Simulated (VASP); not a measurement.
Write the native input for VASP 6.6.1 that does the following.

* Task: single point
* Functional: PBE
* Potentials or basis: VASP PAW PBE potentials, release 64 (Te, Pb_d)
* Cutoff: 520 eV
* k mesh: 8 × 8 × 8
* Occupations: gaussian, width 0.05 eV
* Spin: no spin polarisation
* Dipole correction: no
* Further INCAR settings: ALGO = Normal; EDIFF = 1e-07; NBANDS = 17

The structure of TePb lies in POSCAR:

```
TePb
1.0
    0.0000000000      3.2270000000      3.2270000000
    3.2270000000      0.0000000000      3.2270000000
    3.2270000000      3.2270000000      0.0000000000
Te Pb
1 1
Direct
    0.5000000000      0.5000000000      0.5000000000
    0.0174310505     -0.0174310505      0.0174310505
```

This cell differs from its parent crystal: all Pb atoms moved +0.113 Å, as atom 2 along Cartesian [0 1 0].

These files were run (other wordings do the same):

INCAR

```
  ALGO = Normal
  EDIFF = 1E-7
  ENCUT = 520
  GGA = PE
  ISIF = 2
  ISMEAR = 0
  LASPH = True
  LCHARG = False
  LREAL = False
  LWAVE = False
  NBANDS = 17
  NELM = 80
  PREC = Accurate
  SIGMA = 0.05
```

KPOINTS

```
k-points
0
Gamma
  8 8 8
```

Potentials or basis: VASP PAW PBE potentials, release 64 (Te, Pb_d).

Launch:

```sh
$ cat potpaw_PBE.64/Te/POTCAR potpaw_PBE.64/Pb_d/POTCAR > POTCAR
$ mpirun -np 1 vasp_std > vasp.out
```

It gave:

```yaml
Pressure: 2.4 GPa
Largest_force: 0.097 eV/Å
Band_gap_on_the_k_mesh: 0.80 eV
```

Caveat: the cell differs from its parent crystal (all Pb atoms moved +0.113 Å, as atom 2 along Cartesian [0 1 0]); spin-orbit coupling is left out, which moves the levels of the heavy elements.

Wall time 100 s on 1 thread of Intel Xeon 8259CL (shared host), peak memory 0.24 GiB.
